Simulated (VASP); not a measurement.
# Sb (R-3m) in VASP: further runs

Sb is run at these levels: PBEsol+D3(BJ), PBEsol+D4, LDA, PBE; tasks: single point, relaxation of cell and atoms.

Everything below comes from runs of VASP 6.6.1. Logs are shortened: lines on timing, memory, paths and dates and some standing lists are left out, and cuts for length are marked.

## Step 1: The cell of the first run

It takes space group R-3m (No. 166, trigonal). The conventional cell has a = 4.269 Å, b = 4.269 Å, c = 10.759 Å, α = 90.00°, β = 90.00°, γ = 120.00°. Within 3.8 Å of Sb (site symmetry 3m) lie 6 Sb at 2.90 to 3.21 Å.

## Step 2: Single point, PBEsol+D3(BJ)

Input file INCAR:

```
SYSTEM = Sb
  PREC = Accurate
  ENCUT = 520
  EDIFF = 1E-6
  ISMEAR = -1
  SIGMA = 0.05
  LREAL = .False.
  LASPH = .True.
  NELM = 60
  ALGO = Normal
  ISIF = 2
  LWAVE = .False.
  LCHARG = .False.
  GGA = PS
  IVDW = 12
  NBANDS = 12
```

Input file KPOINTS:

```
regular mesh
0
Gamma
  8 8 8
  0 0 0
```

Input file POSCAR:

```
Sb
1.0
    2.1342771309      1.2322254760      3.5862810270
   -2.1342771309      1.2322254760      3.5862810270
    0.0000000000     -2.4644509520      3.5862810270
Sb
2
Direct
    0.7620128491      0.7620128491      0.7620128491
    0.2379871509      0.2379871509      0.2379871509
```

Potentials or basis: VASP PAW PBE potentials, release 64 (Sb).

Launch:

```sh
> cat potpaw_PBE.64/Sb/POTCAR > POTCAR
> mpirun -np 1 vasp_std > vasp.out
```

OUTCAR:

```text
SYSTEM = Sb
   PREC = Accurate
   ENCUT = 520
   EDIFF = 1E-6
   ISMEAR = -1
   LREAL = .False.
   LASPH = .True.
   NELM = 60
   ISIF = 2
   GGA = PS
   IVDW = 12
 IVDW          = 12

 ion  position               nearest neighbor table
   1  0.762  0.762  0.762-   2 2.90   2 2.90   2 2.90   2 3.21   2 3.21   2 3.21
   2  0.238  0.238  0.238-   1 2.90   1 2.90   1 2.90   1 3.21   1 3.21   1 3.21

  LATTYP: Found a trigonal (rhomboedric) cell.
 ALAT       =     4.3514285125
 COS(alpha) =     0.5188639359

  Lattice vectors:

 A1 = (   2.1342771309,   1.2322254760,   3.5862810270)
 A2 = (  -2.1342771309,   1.2322254760,   3.5862810270)
 A3 = (   0.0000000000,  -2.4644509520,   3.5862810270)

Analysis of symmetry for initial positions (statically):
=====================================================================
 Subroutine PRICEL returns:
 Original cell was already a primitive cell.

 Routine SETGRP: Setting up the symmetry group for a
 trigonal (rhombohedral) supercell.

 Subroutine GETGRP returns: Found 12 space group operations
 (whereof 12 operations were pure point group operations)
 out of a pool of 12 trial point group operations.

The static configuration has the point symmetry D_3d.

Analysis of symmetry for dynamics (positions and initial velocities):
=====================================================================
 Subroutine PRICEL returns:
 Original cell was already a primitive cell.

 Routine SETGRP: Setting up the symmetry group for a
 trigonal (rhombohedral) supercell.

 Subroutine GETGRP returns: Found 12 space group operations
 (whereof 12 operations were pure point group operations)
 out of a pool of 12 trial point group operations.

The dynamic configuration has the point symmetry D_3d.

 Subroutine INISYM returns: Found 12 space group operations
 (whereof 12 operations are pure point group operations),
 and found     1 'primitive' translations

----------------------------------------------------------------------------------------

                                     Primitive cell

  volume of cell :      56.5896

  direct lattice vectors                    reciprocal lattice vectors
     2.134277131  1.232225476  3.586281027     0.234271357  0.135256631  0.092946797
    -2.134277131  1.232225476  3.586281027    -0.234271357  0.135256631  0.092946797
     0.000000000 -2.464450952  3.586281027     0.000000000 -0.270513262  0.092946797

  length of vectors
     4.351428513  4.351428513  4.351428513     0.286035893  0.286035893  0.286035893

  position of ions in fractional coordinates (direct lattice)
     0.762012849  0.762012849  0.762012849
     0.237987151  0.237987151  0.237987151

  ion indices of the primitive-cell ions
   primitive index   ion index
                 1           1
                 2           2

----------------------------------------------------------------------------------------

 KPOINTS: regular mesh

Automatic generation of k-mesh.
 Grid dimensions read from file:
 generate k-points for:    8    8    8

 Generating k-lattice:

  Cartesian coordinates                     Fractional coordinates (reciprocal lattice)
     0.029283920  0.016907079  0.011618350     0.125000000  0.000000000  0.000000000
    -0.029283920  0.016907079  0.011618350     0.000000000  0.125000000  0.000000000
     0.000000000 -0.033814158  0.011618350     0.000000000  0.000000000  0.125000000

  Length of vectors
     0.035754487  0.035754487  0.035754487

  Shift w.r.t. Gamma in fractional coordinates (k-lattice)
     0.000000000  0.000000000  0.000000000

 Subroutine IBZKPT returns following result:
 ===========================================

 Found     65 irreducible k-points:

 Following reciprocal coordinates:
            Coordinates               Weight
  0.000000  0.000000  0.000000      1.000000
  0.125000  0.000000  0.000000      6.000000
  0.250000  0.000000  0.000000      6.000000
  0.375000  0.000000  0.000000      6.000000
  0.500000  0.000000  0.000000      3.000000
  0.125000  0.125000  0.000000      6.000000
[... 16 lines left out ...]
  0.250000  0.125000  0.125000      6.000000
  0.375000  0.125000  0.125000      6.000000
 [... further k-points ...]
   k-points           NKPTS =     65   k-points in BZ     NKDIM =     65   number of bands    NBANDS=     12
   number of dos      NEDOS =    301   number of ions     NIONS =      2
   total plane-waves  NPLWV =  32768
   dimension x,y,z NGX =    32 NGY =   32 NGZ =   32
   dimension x,y,z NGXF=    64 NGYF=   64 NGZF=   64
   ions per type =               2
   NGX,Y,Z   is equivalent  to a cutoff of  12.23, 12.23, 12.23 a.u.
   NGXF,Y,Z  is equivalent  to a cutoff of  24.45, 24.45, 24.45 a.u.
 SYSTEM =  Sb
   PREC   = accura    normal or accurate (medium, high low for compatibility)
   ISTART =      0    job   : 0-new  1-cont  2-samecut
   ICHARG =      2    charge: 1-file 2-atom 10-const
   ISPIN  =      1    spin polarized calculation?
   LNONCOLLINEAR =      F non collinear calculations
   LSORBIT =      F    spin-orbit coupling
   LASPH  =      T    aspherical Exc in radial PAW
   ENCUT  =  520.0 eV  38.22 Ry    6.18 a.u.   8.09  8.09  8.09*2*pi/ulx,y,z
   NELM   =     60;   NELMIN=  2; NELMDL= -5     # of ELM steps
   EDIFF  = 0.1E-05   stopping-criterion for ELM
   LREAL  =      F    real-space projection
   EDIFFG = 0.1E-04   stopping-criterion for IOM
   NSW    =      0    number of steps for IOM
   IBRION =     -1    ionic relax: 0-MD 1-quasi-New 2-CG
   NFREE  =      0    steps in history (QN), initial steepest desc. (CG)
   ISIF   =      2    stress and relaxation
   ISYM   =      2    0-nonsym 1-usesym 2-fastsym
   POTIM  = 0.5000    time-step for ionic-motion
   TEBEG  =    0.0;   TEEND  =   0.0 temperature during run
   PSTRESS=    0.0 pullay stress
   NELECT =      10.0000    total number of electrons
   NUPDOWN=      -1.0000    fix difference up-down
   EMIN   =  10.00;   EMAX   =-10.00  energy-range for DOS
   EFERMI =   0.00;   METHOD = LEGACY
   ISMEAR =    -1;   SIGMA  =   0.05  broadening in eV -4-tet -1-fermi 0-gaus
   EFERMI_NEDOS =   21; number of points for ismear=-14 and -15
   IALGO  =     38    algorithm
   IMIX   =      4    mixing-type and parameters
     AMIX     =   0.40;   BMIX     =  1.00
     AMIX_MAG =   1.60;   BMIX_MAG =  1.00
  volume/ion in A,a.u.               =      28.29       190.94
  Fermi-wavevector in a.u.,A,eV,Ry     =   0.918677  1.736047 11.482863  0.843967
  Thomas-Fermi vector in A             =   2.043785
   LORBIT       =      0    0 simple, 1 ext, 2 COOP (PROOUT), +10 PAW based schemes
   GGA     = PS    functional components
   LHFCALC =     F    Hartree Fock is set to
   AEXX    =    0.0000 exact exchange contribution
   IVDW    =    12    specifies the selected vdW correction
   LEPSILON=     F    determine dielectric tensor
   LRPA    =     F    only Hartree local field effects (RPA)
 non-spin polarized calculation
  energy-cutoff  :      520.00
  volume of cell :       56.59
 maximum number of plane-waves:      1542
   NGX = 17   NGY = 17   NGZ = 17

 number of electron      10.0000000 magnetization

 number of electron       9.9999999 magnetization

 Free energy of the ion-electron system (eV)
  ---------------------------------------------------
  ext. energy  EPLUGINS =         0.00000000
  ---------------------------------------------------
  free energy    TOTEN  =        -9.09815405 eV

  energy without entropy =       -9.09463356  energy(sigma->0) =       -9.09639381

 E-fermi :   7.9106     XC(G=0):  -9.9591

 val. band max:        7.7943324066   @ k =   0.5000   0.0000   0.0000
 cond. band min:       7.9312683172   @ k =   0.3750   0.2500   0.2500
 fundamental gap:      0.1369359106
 Fermi energy:         7.9106216469

 k-point     1 :       0.0000    0.0000    0.0000
  band No.  band energies     occupation
      1      -5.2138      2.00000
      2       3.5120      2.00000
      3       5.8952      2.00000
      4       5.9929      2.00000
      5       5.9929      2.00000
      6      10.4775      0.00000
      7      10.8999      0.00000
      8      10.8999      0.00000
      9      12.7048      0.00000
     10      12.7048      0.00000
     11      12.8794      0.00000
     12      14.3067      0.00000

 k-point     2 :       0.1250    0.0000    0.0000
  band No.  band energies     occupation
      1      -5.0320      2.00000
      2       2.5690      2.00000
      3       5.9248      2.00000
      4       5.9875      2.00000
      5       6.5059      2.00000
      6      10.1439      0.00000
      7      10.3321      0.00000
      8      10.4049      0.00000
      9      12.3188      0.00000
     10      12.8229      0.00000
     11      12.8867      0.00000
     12      15.5091      0.00000

 k-point     3 :       0.2500    0.0000    0.0000
  band No.  band energies     occupation
      1      -4.4900      2.00000
      2       0.8840      2.00000
      3       6.0123      2.00000
      4       6.0131      2.00000
      5       7.0561      2.00000
      6       9.1781      0.00000
      7       9.2527      0.00000
      8       9.4395      0.00000
      9      12.8204      0.00000
     10      13.5504      0.00000
     11      13.8027      0.00000
     12      17.7672      0.00000
[... 286 lines left out ...]
 k-point    23 :       0.2500    0.1250    0.1250
  band No.  band energies     occupation
      1      -4.7567      2.00000
      2       1.6542      2.00000
      3       5.0282      2.00000
      4       6.4800      2.00000
      5       7.4969      1.99949
      6       9.0045      0.00000
      7       9.1377      0.00000
      8      11.1998      0.00000
      9      12.4538      0.00000
     10      12.9560      0.00000
     11      14.1071      0.00000
     12      15.4690      0.00000

 k-point    24 :       0.3750    0.1250    0.1250
  band No.  band energies     occupation
      1      -4.1136      2.00000
      2       0.2730      2.00000
      3       4.4792      2.00000
      4       6.5857      2.00000
      5       7.9607      0.53751
      6       8.2021      0.00586
      7       8.2647      0.00168
      8      11.2473      0.00000
      9      12.7975      0.00000
     10      13.7104      0.00000
     11      15.5951      0.00000
     12      16.9253      0.00000

 [... further k-points ...]

------------------------ aborting loop because EDIFF is reached ----------------------------------------

 Edisp (eV)   -0.96485

 E8    (eV) :    -0.6617

  FORCE on cell =-STRESS in cart. coord.  units (eV):
  Direction    XX          YY          ZZ          XY          YZ          ZX
  --------------------------------------------------------------------------------------
  -------------------------------------------------------------------------------------
  Total       0.09424     0.09424     0.06738     0.00000    -0.00000     0.00000
  in kB       2.66818     2.66818     1.90758     0.00000    -0.00000     0.00000
  external pressure =        2.41 kB  Pullay stress =        0.00 kB

 VOLUME and BASIS-vectors are now :
 -----------------------------------------------------------------------------
  energy-cutoff  :      520.00
  volume of cell :       56.59
      direct lattice vectors                 reciprocal lattice vectors
     2.134277131  1.232225476  3.586281027     0.234271357  0.135256631  0.092946797
    -2.134277131  1.232225476  3.586281027    -0.234271357  0.135256631  0.092946797
     0.000000000 -2.464450952  3.586281027     0.000000000 -0.270513262  0.092946797

 POSITION                                       TOTAL-FORCE (eV/Angst)
 -----------------------------------------------------------------------------------
      0.00000      0.00000      8.19838         0.000000      0.000000     -0.045801
      0.00000      0.00000      2.56047         0.000000     -0.000000      0.045801
 -----------------------------------------------------------------------------------
    total drift:                               -0.000000     -0.000000     -0.000000

  FREE ENERGIE OF THE ION-ELECTRON SYSTEM (eV)
  ---------------------------------------------------
  free  energy   TOTEN  =       -10.0630043334 eV

  energy  without entropy=      -10.0594838398  energy(sigma->0) =      -10.06124409
```

Wall time 32 s (1 thread of AMD EPYC 7R43 (Zen 3), shared host); peak memory 0.17 GiB.

Results:

```yaml
Free_energy: -10.0630 eV
Pressure: 0.2 GPa
Largest_force: 0.046 eV/Å
Band_gap_on_the_k_mesh: zero (bands 5 and 6 overlap by 0.29 eV)
Dispersion_energy_per_atom: -0.482 eV
```

Forces in eV/Å, atoms in the order of the input:
```
Sb   0.000  0.000 -0.046
Sb   0.000  0.000  0.046
```

Levels at points of the mesh, in eV from the Fermi level:
```
           k point  band 2  band 3  band 4  band 5  band 6  band 7  band 8  band 9
(0.00, 0.00, 0.00)   -4.40   -2.02   -1.92   -1.92    2.57    2.99    2.99    4.79
(0.50, 0.00, 0.00)   -9.99   -1.71   -1.51   -0.39   -0.12    0.08    0.24    8.11
(0.50, 0.50, 0.00)   -7.86   -5.95   -4.00   -3.97    1.47    5.38    5.66    7.65
(0.50, 0.50, 0.50)   -9.49   -1.28   -1.28   -0.38   -0.23   -0.23    0.86    7.61
```

Caveat: the PAW data sets were made with another functional, which shifts forces and pressure a little; spin-orbit coupling is left out, which moves the levels of the heavy elements.

## Step 3: Single point, PBEsol+D4

This run uses another cell than the first one, of 28.89 Å³/atom.

Input file INCAR:

```
SYSTEM = Sb
PREC = Accurate
ENCUT = 520
EDIFF = 1E-6
ISMEAR = -1
SIGMA = 0.05
LREAL = .False.
LASPH = .True.
NELM = 100
ALGO = Normal
ISIF = 2
LWAVE = .False.
LCHARG = .False.
GGA = PS
IVDW = 13
NBANDS = 12
```

Input file KPOINTS:

```
Automatic mesh
0
Gamma
  8 8 8
  0 0 0
```

Input file POSCAR:

```
Sb
1.0
    2.1454786561      1.2386926796      3.6230280566
   -2.1454786561      1.2386926796      3.6230280566
    0.0000000000     -2.4773853593      3.6230280566
Sb
2
Direct
    0.7630627440      0.7630627440      0.7630627440
    0.2369372560      0.2369372560      0.2369372560
```

Potentials or basis: VASP PAW PBE potentials, release 64 (Sb).

Launch:

```sh
> cat potpaw_PBE.64/Sb/POTCAR > POTCAR
> mpirun -np 1 vasp_std > vasp.out
```

Run time: 58 s. Hardware: 1 thread of AMD EPYC 7R43 (Zen 3), shared host; peak memory 0.18 GiB.

It converged, with:

```
Free energy                : -9.7243 eV
Pressure                   : 0.2 GPa
Largest force              : 0.046 eV/Å
Band gap on the k mesh     : zero (bands 5 and 6 overlap by 0.20 eV)
Dispersion energy per atom : -0.305 eV
```

Forces in eV/Å, atoms in the order of the input:
```
Sb   0.000  0.000 -0.046
Sb   0.000  0.000  0.046
```

Levels at points of the mesh, in eV from the Fermi level:
| k point | band 3 | band 4 | band 5 | band 6 | band 7 | band 8 |
| --- | --- | --- | --- | --- | --- | --- |
| (0.00, 0.00, 0.00) | -2.00 | -1.90 | -1.90 | 2.44 | 2.90 | 2.90 |
| (0.50, 0.00, 0.00) | -1.76 | -1.56 | -0.36 | -0.17 | 0.17 | 0.22 |
| (0.50, 0.50, 0.00) | -5.81 | -3.91 | -3.89 | 1.49 | 5.24 | 5.58 |
| (0.50, 0.50, 0.50) | -1.30 | -1.30 | -0.45 | -0.17 | -0.17 | 0.89 |

Caveat: the PAW data sets were made with another functional, which shifts forces and pressure a little; spin-orbit coupling is left out, which moves the levels of the heavy elements.

## Step 4: Single point, LDA

This run uses another cell than the first one, of 30.21 Å³/atom.

Input file INCAR:

```
SYSTEM = Sb
ALGO = Normal
EDIFF = 1E-6
ENCUT = 520
ISIF = 2
ISMEAR = -1
LASPH = .TRUE.
LCHARG = .FALSE.
LREAL = .FALSE.
LWAVE = .FALSE.
NBANDS = 12
NELM = 100
PREC = Accurate
SIGMA = 0.05
```

Input file KPOINTS:

```
k-points
0
G
  8 8 8
  0 0 0
```

Input file POSCAR:

```
Sb
1.0
    2.1542000000      1.2437279499      3.7580000000
   -2.1542000000      1.2437279499      3.7580000000
    0.0000000000     -2.4874558998      3.7580000000
Sb
2
Direct
    0.7665100000      0.7665100000      0.7665100000
    0.2334900000      0.2334900000      0.2334900000
```

Potentials or basis: VASP PAW LDA potentials, release 64 (Sb).

Launch:

```sh
> cat potpaw_LDA.64/Sb/POTCAR > POTCAR
> mpirun -np 1 vasp_std > vasp.out
```

OUTCAR:

```text
SYSTEM = Sb
   EDIFF = 1E-6
   ENCUT = 520
   ISIF = 2
   ISMEAR = -1
   LASPH = .TRUE.
   LREAL = .FALSE.
   NELM = 100
   PREC = Accurate

 ion  position               nearest neighbor table
   1  0.767  0.767  0.767-   2 2.91   2 2.91   2 2.91   2 3.35   2 3.35   2 3.35
   2  0.233  0.233  0.233-   1 2.91   1 2.91   1 2.91   1 3.35   1 3.35   1 3.35

  LATTYP: Found a trigonal (rhomboedric) cell.
 ALAT       =     4.5066618304
 COS(alpha) =     0.5430253624

  Lattice vectors:

[... 548 lines left out ...]

  FORCE on cell =-STRESS in cart. coord.  units (eV):
  Direction    XX          YY          ZZ          XY          YZ          ZX
  --------------------------------------------------------------------------------------
  -------------------------------------------------------------------------------------
  Total       -0.2793351     -0.2793351     -0.4881481      0.0000000     -0.0000000      0.0000000
  in kB       -7.4082676     -7.4082676    -12.9462135      0.0000000     -0.0000000      0.0000000
  external PRESSURE =      -9.2542496 kB  Pullay stress =       0.0000000 kB

 VOLUME and BASIS-vectors are now :
 -----------------------------------------------------------------------------
  energy-cutoff  :      520.00
  volume of cell :       60.41
      direct lattice vectors                 reciprocal lattice vectors
     2.154200000  1.243727950  3.758000000     0.232104726  0.134005726  0.088699663
    -2.154200000  1.243727950  3.758000000    -0.232104726  0.134005726  0.088699663
     0.000000000 -2.487455900  3.758000000     0.000000000 -0.268011452  0.088699663

 POSITION                                       TOTAL-FORCE (eV/Angst)
 -----------------------------------------------------------------------------------
      0.00000      0.00000      8.64163         0.000000      0.000000     -0.076451
      0.00000      0.00000      2.63237         0.000000     -0.000000      0.076451
 -----------------------------------------------------------------------------------
    total drift:                                0.000000     -0.000000     -0.000000

  FREE ENERGIE OF THE ION-ELECTRON SYSTEM (eV)
  ---------------------------------------------------
  free  energy   TOTEN  =        -9.6258341825 eV

  energy  without entropy=       -9.6231694034  energy(sigma->0) =       -9.62450179
```

stdout:

```text
POSCAR found type information on POSCAR Sb
 POSCAR found :  1 types and       2 ions
 scaLAPACK will be used
 LDA part: xc-table for (Slater(with rela. corr.)+CA(PZ))
 , standard interpolation
 POSCAR, INCAR and KPOINTS ok, starting setup
 FFT: planning ... GRIDC
 FFT: planning ... GRID_SOFT
 FFT: planning ... GRID
 WAVECAR not read
 entering main loop
```

Run time: 51 s. Hardware: 1 thread of AMD EPYC 7R43 (Zen 3), shared host; peak memory 0.15 GiB.

What came out:

| Property | Result |
| --- | --- |
| Free energy | -9.6258 eV |
| Pressure | -0.9 GPa |
| Largest force | 0.076 eV/Å |
| Band gap on the k mesh | zero (bands 5 and 6 overlap by 0.30 eV) |

Forces on the atoms (eV/Å):
```
Sb   0.000  0.000 -0.076
Sb   0.000  0.000  0.076
```

Caveat: spin-orbit coupling is left out, which moves the levels of the heavy elements.

(Continued in part 2 of 2.)
